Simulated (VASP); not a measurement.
Wanted: the native input for a VASP 6.6.1 run.

```yaml
Task: single point
Functional: PBE
Potentials_or_basis: VASP PAW PBE potentials, release 64 (Ta_pv, Pt, Cl)
Cutoff: 520 eV
k_mesh: 4 × 4 × 4
Occupations: gaussian, width 0.1 eV
Spin: no spin polarisation
Dipole_correction: no
Further_INCAR_settings: ALGO = Normal; EDIFF = 1e-07; NBANDS = 37
```

The structure of TaPtCl lies in POSCAR:

```
TaPtCl
1.0
    3.7608715109      0.0000000000      0.0000000000
    0.0000000000      3.7608715109      0.0000000000
    0.0000000000      0.0000000000      7.3193604442
Ta Pt Cl
2 2 2
Direct
    0.5000000000      0.0000000000      0.7494873407
    0.0000000000      0.5000000000      0.2505126593
    0.5000000000      0.0000000000      0.3950370263
    0.0000000000      0.5000000000      0.6049629737
    0.0000000000      0.0000000000      0.0000000000
    0.5000000000      0.5000000000      0.0000000000
```

One way to write it, as run:

INCAR

```
SYSTEM = TaPtCl
PREC = Accurate ; ENCUT = 520
EDIFF = 1E-7 ; ISMEAR = 0
SIGMA = 0.1 ; LREAL = .False.
LASPH = .True. ; NELM = 100
ALGO = Normal ; ISIF = 2
LWAVE = .False. ; LCHARG = .False.
GGA = PE ; NBANDS = 37
```

KPOINTS

```
Automatic mesh
0
Gamma
  4 4 4
  0 0 0
```

Potentials or basis: VASP PAW PBE potentials, release 64 (Ta_pv, Pt, Cl).

Command:

```bash
$ cat potpaw_PBE.64/Ta_pv/POTCAR potpaw_PBE.64/Pt/POTCAR potpaw_PBE.64/Cl/POTCAR > POTCAR
$ mpirun -np 1 vasp_std > vasp.out
```

It gave:

- Pressure: -0.1 GPa
- Largest force: 0.042 eV/Å
- Band gap on the k mesh: zero (bands 28 and 29 overlap by 0.60 eV)

Caveat: the k points lie up to 0.42 Å⁻¹ apart, too coarse for converged energies and pressures of a metal; spin-orbit coupling is left out, which moves the levels of the heavy elements.

Wall time 110 s on 1 thread of Intel Xeon 8259CL, with other jobs on the host, peak memory 0.23 GiB.
